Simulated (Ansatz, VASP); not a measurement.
# Two plane-wave programs on TaTlO4

The input INCAR:

```
ALGO     = Normal         # electronic algorithm
EDIFF    = 1E-7           # SCF threshold, eV
ENCUT    = 520            # plane-wave cutoff, eV
GGA      = PE             # functional
ISIF     = 2              # what is computed and relaxed
ISMEAR   = 0              # smearing method
LASPH    = T              # aspherical terms in the spheres
LCHARG   = F              # write CHGCAR
LREAL    = F              # projectors in reciprocal space
LWAVE    = F              # write WAVECAR
NBANDS   = 33             # bands
NELM     = 60             # most SCF steps
PREC     = Accurate       # precision mode
SIGMA    = 0.1            # smearing width, eV
```

KPOINTS

```
k-points
0
Gamma
  4 4 4
```

File POSCAR:

```
TaTlO4
1.0
    3.8726432800      0.0000000000      0.0000000000
    0.0000000000      3.8726432800      0.0000000000
    0.0000000000      0.0000000000      5.4767446500
Ta Tl O
1 1 4
Direct
    0.0000000000      0.0000000000      0.0000000000
    0.5000000000      0.5000000000      0.5000000000
    0.5000000000      0.0000000000      0.2500000000
    0.0000000000      0.5000000000      0.7500000000
    0.5000000000      0.0000000000      0.7500000000
    0.0000000000      0.5000000000      0.2500000000
```

Input for Ansatz:

```yaml
crystal:
  lattice:
    - [3.87264328, 0.0, 0.0]
    - [0.0, 3.87264328, 0.0]
    - [0.0, 0.0, 5.47674465]
  atoms:
    - { symbol: Ta, position: [0.0, 0.0, 0.0] }
    - { symbol: Tl, position: [0.5, 0.5, 0.5] }
    - { symbol: O, position: [0.5, 0.0, 0.25] }
    - { symbol: O, position: [0.0, 0.5, 0.75] }
    - { symbol: O, position: [0.5, 0.0, 0.75] }
    - { symbol: O, position: [0.0, 0.5, 0.25] }
basis:
  ecutwfc: 420
kpoints:
  mp_grid: { grid: [4, 4, 4] }
hamiltonian:
  xc: pbe
scf:
  occupations: { method: gaussian, width: 0.1 }
  lower_state_search: "off"
output:
  forces: true
  stress: true
  eigenvalues: true
```

Alike in both runs: task single point; functional PBE; k mesh 4 × 4 × 4; occupations gaussian, width 0.1 eV; no spin polarisation.

|  | VASP | Ansatz |
| --- | --- | --- |
| version | VASP 6.6.1 | Ansatz 0.2.0 |
| potentials or method | VASP PAW PBE potentials, release 64 (Ta_pv, Tl_d, O), cutoff 520 eV | scalar-relativistic, plane waves, PAW |
| valence electrons in the cell | 48 | 50 |

Ansatz gave:

```
gap on the k mesh at the Fermi level (eV)                     : none
pressure (GPa)                                                : -25.3
traceless stress, the component that is largest in VASP (GPa) : 1.61
rms of the force components (eV/Å)                            : 1.257
```

Question: Estimate VASP's values.

Answer: gap on the k mesh at the Fermi level (eV): none; pressure (GPa): -25.2; traceless stress, the component that is largest in VASP (GPa): 1.64; rms of the force components (eV/Å): 1.254.

Atom by atom the forces differ by 0.004 eV/Å (rms over components). A gap of «none» marks a metal or a gap that the smearing closes. VASP's potentials hold 48 valence electrons a cell and Ansatz's 50, so a difference there can come from the potentials and not from the codes.

The k mesh is coarse, so the values compare programs but aren't converged. Neither program's run includes spin-orbit coupling.
